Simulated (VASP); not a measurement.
# WI6 (Fm-3m) in VASP: a series of runs

WI6 is run at these levels: PBE; tasks: single point, relaxation of cell and atoms.

All numbers are computed with VASP 6.6.1; they aren't measurements. Logs are shortened: lines on timing, memory, paths and dates and some standing lists are left out, and cuts for length are marked.

### 1 The cell of the first run

The structure is cubic, space group Fm-3m (No. 225). The conventional cell has a = 11.569 Å, b = 11.569 Å, c = 11.569 Å, α = 90.00°, β = 90.00°, γ = 90.00°. W (site symmetry m-3m) has 6 I at 2.71 Å within 3.6 Å. I (site symmetry 4mm) has 1 W at 2.71 Å within 3.6 Å.

### 2 Single point, PBE

Contents of INCAR:

```
  PREC = Accurate
  ENCUT = 520
  EDIFF = 1E-6
  ISMEAR = 0
  SIGMA = 0.01
  LREAL = False
  LASPH = True
  NELM = 100
  ALGO = Normal
  ISIF = 2
  LWAVE = False
  LCHARG = True
  GGA = PE
  LELF = True
  LVHAR = True
  NBANDS = 37
```

Contents of KPOINTS:

```
Automatic mesh
0
Gamma
  6 6 6
```

Contents of POSCAR:

```
WI6
1.0
    0.0000000000      5.7844428822      5.7844428822
    5.7844428822      0.0000000000      5.7844428822
    5.7844428822      5.7844428822      0.0000000000
W I
1 6
Direct
    0.0000000000      0.0000000000      0.0000000000
    0.7656459481      0.2343540519      0.2343540519
    0.2343540519      0.7656459481      0.7656459481
    0.2343540519      0.7656459481      0.2343540519
    0.7656459481      0.2343540519      0.7656459481
    0.2343540519      0.2343540519      0.7656459481
    0.7656459481      0.7656459481      0.2343540519
```

Potentials or basis: VASP PAW PBE potentials, release 64 (W_sv, I).

Started as:

```sh
$ cat potpaw_PBE.64/W_sv/POTCAR potpaw_PBE.64/I/POTCAR > POTCAR
$ mpirun -np 1 vasp_std > vasp.out
```

OUTCAR:

```text
PREC = Accurate
   ENCUT = 520
   EDIFF = 1E-6
   ISMEAR = 0
   LREAL = False
   LASPH = True
   NELM = 100
   ISIF = 2
   GGA = PE

 ion  position               nearest neighbor table
   1  0.000  0.000  0.000-   2 2.71   3 2.71   4 2.71   5 2.71   6 2.71   7 2.71
   2  0.766  0.234  0.234-   1 2.71
   3  0.234  0.766  0.766-   1 2.71
   4  0.234  0.766  0.234-   1 2.71
   5  0.766  0.234  0.766-   1 2.71
   6  0.234  0.234  0.766-   1 2.71
   7  0.766  0.766  0.234-   1 2.71

  LATTYP: Found a face centered cubic cell.
 ALAT       =    11.5688857644

  Lattice vectors:

 A1 = (   0.0000000000,   5.7844428822,   5.7844428822)
 A2 = (   5.7844428822,   0.0000000000,   5.7844428822)
 A3 = (   5.7844428822,   5.7844428822,   0.0000000000)

Analysis of symmetry for initial positions (statically):
=====================================================================
 Subroutine PRICEL returns:
 Original cell was already a primitive cell.

 Routine SETGRP: Setting up the symmetry group for a
 face centered cubic supercell.

 Subroutine GETGRP returns: Found 48 space group operations
 (whereof 48 operations were pure point group operations)
 out of a pool of 48 trial point group operations.

The static configuration has the point symmetry O_h .

Analysis of symmetry for dynamics (positions and initial velocities):
=====================================================================
 Subroutine PRICEL returns:
 Original cell was already a primitive cell.

 Routine SETGRP: Setting up the symmetry group for a
 face centered cubic supercell.

 Subroutine GETGRP returns: Found 48 space group operations
 (whereof 48 operations were pure point group operations)
 out of a pool of 48 trial point group operations.

The dynamic configuration has the point symmetry O_h .

 Subroutine INISYM returns: Found 48 space group operations
 (whereof 48 operations are pure point group operations),
 and found     1 'primitive' translations

----------------------------------------------------------------------------------------

                                     Primitive cell

  volume of cell :     387.0924

  direct lattice vectors                    reciprocal lattice vectors
     0.000000000  5.784442882  5.784442882    -0.086438748  0.086438748  0.086438748
     5.784442882  0.000000000  5.784442882     0.086438748 -0.086438748  0.086438748
     5.784442882  5.784442882  0.000000000     0.086438748  0.086438748 -0.086438748

  length of vectors
     8.180437575  8.180437575  8.180437575     0.149716303  0.149716303  0.149716303

  position of ions in fractional coordinates (direct lattice)
     0.000000000  0.000000000  0.000000000
     0.765645948  0.234354052  0.234354052
     0.234354052  0.765645948  0.765645948
     0.234354052  0.765645948  0.234354052
     0.765645948  0.234354052  0.765645948
     0.234354052  0.234354052  0.765645948
     0.765645948  0.765645948  0.234354052

  ion indices of the primitive-cell ions
   primitive index   ion index
                 1           1
                 2           2
                 3           3
                 4           4
                 5           5
                 6           6
                 7           7

----------------------------------------------------------------------------------------

 KPOINTS: Automatic mesh

Automatic generation of k-mesh.
 Grid dimensions read from file:
 generate k-points for:    6    6    6

 Generating k-lattice:

  Cartesian coordinates                     Fractional coordinates (reciprocal lattice)
    -0.014406458  0.014406458  0.014406458     0.166666667  0.000000000  0.000000000
     0.014406458 -0.014406458  0.014406458     0.000000000  0.166666667  0.000000000
     0.014406458  0.014406458 -0.014406458     0.000000000  0.000000000  0.166666667

  Length of vectors
     0.024952717  0.024952717  0.024952717

  Shift w.r.t. Gamma in fractional coordinates (k-lattice)
     0.000000000  0.000000000  0.000000000

 Subroutine IBZKPT returns following result:
 ===========================================

 Found     16 irreducible k-points:

 Following reciprocal coordinates:
            Coordinates               Weight
  0.000000  0.000000  0.000000      1.000000
  0.166667  0.000000  0.000000      8.000000
  0.333333  0.000000  0.000000      8.000000
  0.500000  0.000000  0.000000      4.000000
  0.166667  0.166667  0.000000      6.000000
  0.333333  0.166667  0.000000     24.000000
[... 8 lines left out ...]
 -0.333333  0.333333  0.166667     24.000000
 -0.333333  0.500000  0.166667     12.000000
   k-points           NKPTS =     16   k-points in BZ     NKDIM =     16   number of bands    NBANDS=     37
   number of dos      NEDOS =    301   number of ions     NIONS =      7
   total plane-waves  NPLWV = 262144
   dimension x,y,z NGX =    64 NGY =   64 NGZ =   64
   dimension x,y,z NGXF=   128 NGYF=  128 NGZF=  128
   ions per type =               1   6
   NGX,Y,Z   is equivalent  to a cutoff of  13.01, 13.01, 13.01 a.u.
   NGXF,Y,Z  is equivalent  to a cutoff of  26.01, 26.01, 26.01 a.u.
 SYSTEM =  unknown system
   PREC   = accura    normal or accurate (medium, high low for compatibility)
   ISTART =      0    job   : 0-new  1-cont  2-samecut
   ICHARG =      2    charge: 1-file 2-atom 10-const
   ISPIN  =      1    spin polarized calculation?
   LNONCOLLINEAR =      F non collinear calculations
   LSORBIT =      F    spin-orbit coupling
   LASPH  =      T    aspherical Exc in radial PAW
   ENCUT  =  520.0 eV  38.22 Ry    6.18 a.u.  15.21 15.21 15.21*2*pi/ulx,y,z
   NELM   =    100;   NELMIN=  2; NELMDL= -5     # of ELM steps
   EDIFF  = 0.1E-05   stopping-criterion for ELM
   LREAL  =      F    real-space projection
   EDIFFG = 0.1E-04   stopping-criterion for IOM
   NSW    =      0    number of steps for IOM
   IBRION =     -1    ionic relax: 0-MD 1-quasi-New 2-CG
   NFREE  =      0    steps in history (QN), initial steepest desc. (CG)
   ISIF   =      2    stress and relaxation
   ISYM   =      2    0-nonsym 1-usesym 2-fastsym
   POTIM  = 0.5000    time-step for ionic-motion
   TEBEG  =    0.0;   TEEND  =   0.0 temperature during run
   PSTRESS=    0.0 pullay stress
   NELECT =      56.0000    total number of electrons
   NUPDOWN=      -1.0000    fix difference up-down
   EMIN   =  10.00;   EMAX   =-10.00  energy-range for DOS
   EFERMI =   0.00;   METHOD = LEGACY
   ISMEAR =     0;   SIGMA  =   0.01  broadening in eV -4-tet -1-fermi 0-gaus
   EFERMI_NEDOS =   21; number of points for ismear=-14 and -15
   IALGO  =     38    algorithm
   IMIX   =      4    mixing-type and parameters
     AMIX     =   0.40;   BMIX     =  1.00
     AMIX_MAG =   1.60;   BMIX_MAG =  1.00
  volume/ion in A,a.u.               =      55.30       373.18
  Fermi-wavevector in a.u.,A,eV,Ry     =   0.859408  1.624045 10.049016  0.738582
  Thomas-Fermi vector in A             =   1.976758
   LORBIT       =      0    0 simple, 1 ext, 2 COOP (PROOUT), +10 PAW based schemes
   GGA     = PE    functional components
   LHFCALC =     F    Hartree Fock is set to
   AEXX    =    0.0000 exact exchange contribution
   IVDW    =     0    specifies the selected vdW correction
   LEPSILON=     F    determine dielectric tensor
   LRPA    =     F    only Hartree local field effects (RPA)
 non-spin polarized calculation
 Gauss-broadening in eV      SIGMA  =   0.01
  energy-cutoff  :      520.00
  volume of cell :      387.09
 maximum number of plane-waves:     10478
 NGX is ok and might be reduce to    64
   NGX = 31   NGY = 31   NGZ = 31

 number of electron      56.0000002 magnetization

 Free energy of the ion-electron system (eV)
  ---------------------------------------------------
  ext. energy  EPLUGINS =         0.00000000
  ---------------------------------------------------
  free energy    TOTEN  =       -22.16473496 eV

  energy without entropy =      -22.16473496  energy(sigma->0) =      -22.16473496

 E-fermi :   0.3983     XC(G=0):  -6.6309

 val. band max:        0.2952930212   @ k =   0.0000   0.0000   0.0000
 cond. band min:       0.4804998696   @ k =   0.5000   0.5000   0.0000
 fundamental gap:      0.1852068484
 Fermi energy:         0.3983277811

 k-point     1 :       0.0000    0.0000    0.0000
  band No.  band energies     occupation
      1     -75.2568      2.00000
      2     -39.3196      2.00000
      3     -39.3196      2.00000
      4     -39.3196      2.00000
      5     -12.1304      2.00000
      6     -11.3394      2.00000
[... 29 lines left out ...]
     36       5.3693      0.00000
     37       6.5175      0.00000

 k-point     2 :       0.1667    0.0000    0.0000
  band No.  band energies     occupation
      1     -75.2567      2.00000
      2     -39.3196      2.00000
      3     -39.3196      2.00000
      4     -39.3196      2.00000
      5     -12.1118      2.00000
      6     -11.3668      2.00000
[... 29 lines left out ...]
     36       5.5158      0.00000
     37       6.4741      0.00000

 k-point     3 :       0.3333    0.0000    0.0000
  band No.  band energies     occupation
      1     -75.2567      2.00000
      2     -39.3196      2.00000
      3     -39.3196      2.00000
      4     -39.3196      2.00000
      5     -12.0703      2.00000
      6     -11.4259      2.00000
[... 29 lines left out ...]
     36       5.8942      0.00000
     37       6.3388      0.00000

 k-point     4 :       0.5000    0.0000    0.0000
  band No.  band energies     occupation
      1     -75.2567      2.00000
      2     -39.3196      2.00000
      3     -39.3196      2.00000
      4     -39.3196      2.00000
      5     -12.0466      2.00000
      6     -11.4582      2.00000
[... 29 lines left out ...]
     36       6.3072      0.00000
     37       6.3815      0.00000
[... 363 lines left out ...]
      1     -75.2567      2.00000
      2     -39.3196      2.00000
      3     -39.3196      2.00000
      4     -39.3196      2.00000
      5     -12.0427      2.00000
      6     -11.4251      2.00000
[... 29 lines left out ...]
     36       6.2721      0.00000
     37       6.9132      0.00000

 k-point    15 :      -0.3333    0.3333    0.1667
  band No.  band energies     occupation
      1     -75.2567      2.00000
      2     -39.3196      2.00000
      3     -39.3196      2.00000
      4     -39.3196      2.00000
      5     -12.0267      2.00000
      6     -11.4407      2.00000
[... 29 lines left out ...]
     36       6.6600      0.00000
     37       6.9919      0.00000

 k-point    16 :      -0.3333    0.5000    0.1667
  band No.  band energies     occupation
      1     -75.2567      2.00000
      2     -39.3196      2.00000
      3     -39.3196      2.00000
      4     -39.3196      2.00000
      5     -12.0204      2.00000
      6     -11.4259      2.00000
[... 29 lines left out ...]
     36       6.7714      0.00000
     37       6.8930      0.00000

------------------------ aborting loop because EDIFF is reached ----------------------------------------

  FORCE on cell =-STRESS in cart. coord.  units (eV):
  Direction    XX          YY          ZZ          XY          YZ          ZX
  --------------------------------------------------------------------------------------
  -------------------------------------------------------------------------------------
  Total       -0.0553182     -0.0553182     -0.0553182      0.0000000     -0.0000000      0.0000000
  in kB       -0.2289623     -0.2289623     -0.2289623      0.0000000     -0.0000000      0.0000000
  external PRESSURE =      -0.2289623 kB  Pullay stress =       0.0000000 kB

 VOLUME and BASIS-vectors are now :
 -----------------------------------------------------------------------------
  energy-cutoff  :      520.00
  volume of cell :      387.09
      direct lattice vectors                 reciprocal lattice vectors
     0.000000000  5.784442882  5.784442882    -0.086438748  0.086438748  0.086438748
     5.784442882  0.000000000  5.784442882     0.086438748 -0.086438748  0.086438748
     5.784442882  5.784442882  0.000000000     0.086438748  0.086438748 -0.086438748

 POSITION                                       TOTAL-FORCE (eV/Angst)
 -----------------------------------------------------------------------------------
      0.00000      0.00000      0.00000         0.000000      0.000000     -0.000000
      2.71122      5.78444      5.78444        -0.007793      0.000000      0.000000
      8.85767      5.78444      5.78444         0.007793      0.000000      0.000000
      5.78444      2.71122      5.78444         0.000000     -0.007793      0.000000
      5.78444      8.85767      5.78444         0.000000      0.007793      0.000000
      5.78444      5.78444      2.71122         0.000000      0.000000     -0.007793
      5.78444      5.78444      8.85767         0.000000      0.000000      0.007793
 -----------------------------------------------------------------------------------
    total drift:                                0.000000      0.000000      0.000000

  FREE ENERGIE OF THE ION-ELECTRON SYSTEM (eV)
  ---------------------------------------------------
  free  energy   TOTEN  =       -22.1647349624 eV

  energy  without entropy=      -22.1647349624  energy(sigma->0) =      -22.16473496
```

It took 4.6 min on 1 thread of Intel Xeon Platinum 8488C (Sapphire Rapids), shared host; peak memory 0.66 GiB.

Results:

```yaml
Free_energy: -22.1647 eV
Pressure: 0.0 GPa
Largest_force: 0.008 eV/Å
Band_gap_on_the_k_mesh: 0.19 eV, indirect (least direct gap 0.19 eV)
```

Forces in eV/Å, atoms in the order of the input:
```
W    0.000  0.000  0.000
I   -0.008  0.000  0.000
I    0.008  0.000  0.000
I    0.000 -0.008  0.000
I    0.000  0.008  0.000
I    0.000  0.000 -0.008
I    0.000  0.000  0.008
```

Caveat: spin-orbit coupling is left out, which moves the levels of the heavy elements. A k mesh can miss the band edges.

(Continued in part 2 of 2.)
